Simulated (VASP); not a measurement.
Input of a VASP 6.6.1 run:

POSCAR

```
CeO2
1.0
    0.0000000000      2.7300000000      2.7300000000
    2.7300000000      0.0000000000      2.7300000000
    2.7300000000      2.7300000000      0.0000000000
Ce O
1 2
Direct
    0.0063445085      0.0063445085      0.0063445085
    0.2500000000      0.2500000000      0.2500000000
    0.7500000000      0.7500000000      0.7500000000
```

File INCAR.step1:

```
SYSTEM = CeO2
PREC = Accurate
ENCUT = 520
EDIFF = 1E-5
ISMEAR = -1
SIGMA = 0.05
LREAL = .FALSE.
LASPH = .TRUE.
NELM = 100
ALGO = Normal
ISIF = 2
LWAVE = .TRUE.
LCHARG = .FALSE.
NBANDS = 19
GGA = PE
```

The input INCAR.step2:

```
SYSTEM = CeO2
PREC = Accurate
ENCUT = 520
EDIFF = 1E-6
ISMEAR = -1
SIGMA = 0.05
LREAL = .FALSE.
LASPH = .TRUE.
NELM = 100
ALGO = Normal
ISIF = 2
LWAVE = .FALSE.
LCHARG = .FALSE.
GGA = PE
LHFCALC = .TRUE.
HFSCREEN = 0.2079
PRECFOCK = Normal
NBANDS = 19
ISTART = 1
```

File KPOINTS:

```
Automatic mesh
0
G
  4 4 4
  0 0 0
```

Potentials or basis: VASP PAW PBE potentials, release 64 (Ce, O).

Command:

```console
$ cat potpaw_PBE.64/Ce/POTCAR potpaw_PBE.64/O/POTCAR > POTCAR
$ cp INCAR.step1 INCAR
$ mpirun -np 1 vasp_std > vasp.out
$ cp INCAR.step2 INCAR
$ mpirun -np 1 vasp_std > vasp.out
```

(1) Predict the pressure.

(2) Predict the band gap on the k mesh.

(3) What does it give for the largest force?

## Answers

(1) -6.7 GPa.

(2) 3.44 eV (least direct gap 3.61 eV).

(3) 0.327 eV/Å.

Caveat: the k points lie up to 0.50 Å⁻¹ apart; the PAW data sets were made with another functional, which shifts forces and pressure a little; spin-orbit coupling is left out, which moves the levels of the heavy elements.
